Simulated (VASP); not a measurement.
Write the native input for VASP 6.6.1 that does the following.

```
Task                   : single point
Functional             : BLYP
Dispersion             : D3(BJ)
Potentials or basis    : VASP PAW PBE potentials, release 64 (Gd, O)
Cutoff                 : 520 eV
k mesh                 : 8 × 8 × 8
Occupations            : gaussian, width 0.05 eV
Spin                   : collinear spin, ferromagnetic start
Starting moments       : [7.72, 0.0] μB
Hubbard terms          : Gd f U = 6.0 eV
Dipole correction      : no
Further INCAR settings : ALGO = Normal; EDIFF = 1e-06; NBANDS = 23
```

The structure of GdO lies in POSCAR:

```
GdO
1.0
    0.0000000000      2.7000000000      2.7000000000
    2.7000000000      0.0000000000      2.7000000000
    2.7000000000      2.7000000000      0.0000000000
Gd O
1 1
Direct
    0.0000000000      0.0000000000      0.0000000000
    0.2500000000      0.2500000000      0.2500000000
```

The input as run:

INCAR

```
PREC = Accurate
ENCUT = 520
EDIFF = 1E-6
ISMEAR = 0
SIGMA = 0.05
LREAL = F
LASPH = T
NELM = 150
ALGO = Normal
ISIF = 2
LWAVE = F
LCHARG = T
ISPIN = 2
MAGMOM = 7.72 0
LORBIT = 11
LMAXMIX = 6
LDAU = T
LDAUTYPE = 2
LDAUL = 3 -1
LDAUU = 6 0
LDAUJ = 0 0
LDAUPRINT = 1
GGA = B5
ALDAX = 1.0
AGGAX = 1.0
AGGAC = 1.0
ALDAC = 0.0
IVDW = 12
VDW_S6 = 1.0
VDW_S8 = 2.6996
VDW_A1 = 0.4298
VDW_A2 = 4.2359
LELF = T
LVHAR = T
NBANDS = 23
```

KPOINTS

```
Automatic mesh
0
Gamma
  8 8 8
```

Potentials or basis: VASP PAW PBE potentials, release 64 (Gd, O).

Command:

```console
$ cat potpaw_PBE.64/Gd/POTCAR potpaw_PBE.64/O/POTCAR > POTCAR
$ mpirun -np 1 vasp_std > vasp.out
```

Results of the run:

```yaml
Pressure: -1.9 GPa
Net_moment: 7.90 μB per cell
Site_moments: Gd +7.08; O +0.02 μB
Valence_electrons_inside_the_program's_atomic_spheres: Gd 15.16; O 5.01
Dispersion_energy_per_atom: -0.646 eV
```

Caveat: the PAW data sets were made with another functional, which shifts forces and pressure a little; a cell with one magnetic atom can't hold antiferromagnetic order, which such compounds often take; pairwise dispersion overbinds metals, which lowers pressure and volume.

It took 89 s on 1 thread of Intel Xeon 6975P-C, on a shared host, peak memory 0.22 GiB.
